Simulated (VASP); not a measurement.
# Pd (Fm-3m) in VASP: notebook, part 2 of 2

VASP 6.6.1.

### Step 4. Single point, PBE, non-collinear spin, zero start, spin-orbit coupling

Contents of INCAR:

```
PREC = Accurate
ENCUT = 500
EDIFF = 1E-6
ISMEAR = 0
SIGMA = 0.05
LREAL = F
LASPH = T
NELM = 200
ALGO = Normal
ISIF = 2
LWAVE = F
LCHARG = T
MAGMOM = 0 0 0
LORBIT = 11
LSORBIT = T
GGA_COMPAT = F
LORBMOM = T
LMAXMIX = 4
GGA = PE
LVHAR = T
NBANDS = 21
```

Contents of KPOINTS:

```
Automatic mesh
0
Gamma
  18 18 18
```

Contents of POSCAR:

```
Pd
1.0
    0.0000000000      1.9742795205      1.9742795205
    1.9742795205      0.0000000000      1.9742795205
    1.9742795205      1.9742795205      0.0000000000
Pd
1
Direct
    0.0000000000      0.0000000000      0.0000000000
```

Potentials or basis: VASP PAW PBE potentials, release 64 (Pd).

Command:

```
$ cat potpaw_PBE.64/Pd/POTCAR > POTCAR
$ mpirun -np 1 vasp_ncl > vasp.out
```

OUTCAR:

```text
PREC = Accurate
   ENCUT = 500
   EDIFF = 1E-6
   ISMEAR = 0
   LREAL = F
   LASPH = T
   NELM = 200
   ISIF = 2
   LORBIT = 11
   LSORBIT = T
   GGA = PE

 ion  position               nearest neighbor table
   1  0.000  0.000  0.000-

  LATTYP: Found a face centered cubic cell.
 ALAT       =     3.9485590410

  Lattice vectors:

 A1 = (   0.0000000000,   1.9742795205,   1.9742795205)
 A2 = (   1.9742795205,   0.0000000000,   1.9742795205)
 A3 = (   1.9742795205,   1.9742795205,   0.0000000000)

Analysis of symmetry for initial positions (statically):
=====================================================================
 Subroutine PRICEL returns:
 Original cell was already a primitive cell.

 Routine SETGRP: Setting up the symmetry group for a
 face centered cubic supercell.

 Subroutine GETGRP returns: Found 48 space group operations
 (whereof 48 operations were pure point group operations)
 out of a pool of 48 trial point group operations.

The static configuration has the point symmetry O_h .

Analysis of symmetry for dynamics (positions and initial velocities):
=====================================================================
 Subroutine PRICEL returns:
 Original cell was already a primitive cell.

 Routine SETGRP: Setting up the symmetry group for a
 face centered cubic supercell.

 Subroutine GETGRP returns: Found 48 space group operations
 (whereof 48 operations were pure point group operations)
 out of a pool of 48 trial point group operations.

The dynamic configuration has the point symmetry O_h .

Analysis of structural, dynamic, and magnetic symmetry:
=====================================================================
 Subroutine PRICEL returns:
 Original cell was already a primitive cell.

 Routine SETGRP: Setting up the symmetry group for a
 face centered cubic supercell.

 Subroutine GETGRP returns: Found 48 space group operations
 (whereof 48 operations were pure point group operations)
 out of a pool of 48 trial point group operations.

The overall configuration has the point symmetry O_h .

 Subroutine INISYM returns: Found 48 space group operations
 (whereof 48 operations are pure point group operations),
 and found     1 'primitive' translations

----------------------------------------------------------------------------------------

                                     Primitive cell

  volume of cell :      15.3906

  direct lattice vectors                    reciprocal lattice vectors
     0.000000000  1.974279521  1.974279521    -0.253256945  0.253256945  0.253256945
     1.974279521  0.000000000  1.974279521     0.253256945 -0.253256945  0.253256945
     1.974279521  1.974279521  0.000000000     0.253256945  0.253256945 -0.253256945

  length of vectors
     2.792052874  2.792052874  2.792052874     0.438653896  0.438653896  0.438653896

  position of ions in fractional coordinates (direct lattice)
     0.000000000  0.000000000  0.000000000

  ion indices of the primitive-cell ions
   primitive index   ion index
[... 95 lines left out ...]
  Fermi-wavevector in a.u.,A,eV,Ry     =   1.417935  2.679508 27.355036  2.010538
  Thomas-Fermi vector in A             =   2.539113
   LORBIT       =     11    0 simple, 1 ext, 2 COOP (PROOUT), +10 PAW based schemes
   GGA     = PE    functional components
   LHFCALC =     F    Hartree Fock is set to
   AEXX    =    0.0000 exact exchange contribution
   IVDW    =     0    specifies the selected vdW correction
   LEPSILON=     F    determine dielectric tensor
   LRPA    =     F    only Hartree local field effects (RPA)
 Gauss-broadening in eV      SIGMA  =   0.05
  energy-cutoff  :      500.00
  volume of cell :       15.39
 maximum number of plane-waves:       798
   NGX = 11   NGY = 11   NGZ = 11

 number of electron      10.0000000 magnetization       0.0000000      0.0000000      0.0000000

 number of electron       9.9999995 magnetization      -0.0000000      0.0000000      0.0000000

 number of electron       9.9999995 magnetization       0.0000000     -0.0000000     -0.0000000

 Free energy of the ion-electron system (eV)
  ---------------------------------------------------
  ext. energy  EPLUGINS =         0.00000000
  ---------------------------------------------------
  free energy    TOTEN  =        -5.26436818 eV

  energy without entropy =       -5.26106942  energy(sigma->0) =       -5.26271880

 E-fermi :   9.0830     XC(G=0): -12.9221

 val. band max:        9.0783125794   @ k =   0.5000   0.1111   0.0000
 cond. band min:       9.0834144702   @ k =   0.4444   0.0000   0.0000
 fundamental gap:      0.0051018908
 Fermi energy:         9.0830245256

 k-point     1 :       0.0000    0.0000    0.0000
  band No.  band energies     occupation
      1       2.2665      1.00000
      2       2.2665      1.00000
      3       6.2994      1.00000
      4       6.2994      1.00000
      5       6.2994      1.00000
      6       6.2994      1.00000
[... 565 lines left out ...]
     20      33.2428      0.00000
     21      33.5721      0.00000

 [... further k-points ...]

------------------------ aborting loop because EDIFF is reached ----------------------------------------

  FORCE on cell =-STRESS in cart. coord.  units (eV):
  Direction    XX          YY          ZZ          XY          YZ          ZX
  --------------------------------------------------------------------------------------
  -------------------------------------------------------------------------------------
  Total       -0.0919233     -0.0919233     -0.0919233      0.0000000      0.0000000     -0.0000000
  in kB       -9.5693000     -9.5693000     -9.5693000      0.0000000      0.0000000     -0.0000000
  external PRESSURE =      -9.5693000 kB  Pullay stress =       0.0000000 kB

 VOLUME and BASIS-vectors are now :
 -----------------------------------------------------------------------------
  energy-cutoff  :      500.00
  volume of cell :       15.39
      direct lattice vectors                 reciprocal lattice vectors
     0.000000000  1.974279521  1.974279521    -0.253256945  0.253256945  0.253256945
     1.974279521  0.000000000  1.974279521     0.253256945 -0.253256945  0.253256945
     1.974279521  1.974279521  0.000000000     0.253256945  0.253256945 -0.253256945

 POSITION                                       TOTAL-FORCE (eV/Angst)
 -----------------------------------------------------------------------------------
      0.00000      0.00000      0.00000        -0.000000      0.000000      0.000000
 -----------------------------------------------------------------------------------
    total drift:                                0.000000     -0.000000      0.000000

  FREE ENERGIE OF THE ION-ELECTRON SYSTEM (eV)
  ---------------------------------------------------
  free  energy   TOTEN  =        -5.2643681774 eV

  energy  without entropy=       -5.2610694202  energy(sigma->0) =       -5.26271880

 orbital moment (x)

 # of ion     p       d       tot
 ----------------------------------------
  1         0.000  -0.000  -0.000
 ----------------------------------------
            0.000  -0.000  -0.000

 orbital moment (y)

 # of ion     p       d       tot
 ----------------------------------------
  1        -0.000   0.000   0.000
 ----------------------------------------
           -0.000   0.000   0.000

 orbital moment (z)

 # of ion     p       d       tot
 ----------------------------------------
  1         0.000  -0.000  -0.000
 ----------------------------------------
            0.000  -0.000  -0.000

 Spin-Orbit-Coupling matrix elements

 Ion:    1  E_soc:     -0.0868789
 l=   1
     0.0000000    -0.0023543    -0.0023543
    -0.0023543     0.0000000    -0.0023543
    -0.0023543    -0.0023543     0.0000000
 l=   2
     0.0000000    -0.0024615     0.0000000    -0.0024615    -0.0096640
    -0.0024615     0.0000000    -0.0072480    -0.0024615    -0.0024160
     0.0000000    -0.0072480     0.0000000    -0.0072480     0.0000000
    -0.0024615    -0.0024615    -0.0072480     0.0000000    -0.0024160
    -0.0096640    -0.0024160     0.0000000    -0.0024160     0.0000000
 l=   3
     0.0000000     0.0000000     0.0000000     0.0000000     0.0000000     0.0000000     0.0000000
     0.0000000     0.0000000     0.0000000     0.0000000     0.0000000     0.0000000     0.0000000
     0.0000000     0.0000000     0.0000000     0.0000000     0.0000000     0.0000000     0.0000000
     0.0000000     0.0000000     0.0000000     0.0000000     0.0000000     0.0000000     0.0000000
     0.0000000     0.0000000     0.0000000     0.0000000     0.0000000     0.0000000     0.0000000
     0.0000000     0.0000000     0.0000000     0.0000000     0.0000000     0.0000000     0.0000000
     0.0000000     0.0000000     0.0000000     0.0000000     0.0000000     0.0000000     0.0000000

 total charge

# of ion       s       p       d       tot
------------------------------------------
    1        0.469   0.436   8.450   9.355

 magnetization (x)

# of ion       s       p       d       tot
------------------------------------------
    1        0.000  -0.000   0.000   0.000

 magnetization (y)

# of ion       s       p       d       tot
------------------------------------------
    1        0.000   0.000   0.000   0.000

 magnetization (z)

# of ion       s       p       d       tot
------------------------------------------
    1       -0.000   0.000   0.000  -0.000
```

Wall time 90 s (1 thread of Intel Xeon 8259CL, shared host); peak memory 0.22 GiB.

What came out:

- Free energy: -5.2644 eV
- Pressure: -1.0 GPa
- Net moment: 0.00 μB per cell
- Valence electrons inside the program's atomic spheres: Pd 9.36

Moments on the atoms (μB; x, y, z):
```
Pd  0.00 0.00 0.00
```

### Step 5. The runs side by side

```csv
spin,cell,k mesh,pressure (GPa),moment (μB)
off,"a = 2.792 Å, angles 60.0°, 1 atom",8 × 8 × 8,-0.3,-
"non-collinear, zero start, SOC","a = 2.787 Å, angles 60.0°, 1 atom",18 × 18 × 18,-0.1,0.00
"non-collinear, zero start, SOC","a = 2.792 Å, angles 60.0°, 1 atom",18 × 18 × 18,-1.0,0.00
```

Alike in all rows: task single point; level PBE; potentials or basis VASP PAW PBE potentials, release 64 (Pd); cutoff (eV) 500; smearing gaussian 0.05 eV.

Total energies depend on the potentials used, so only differences within one code and one set of settings carry meaning.
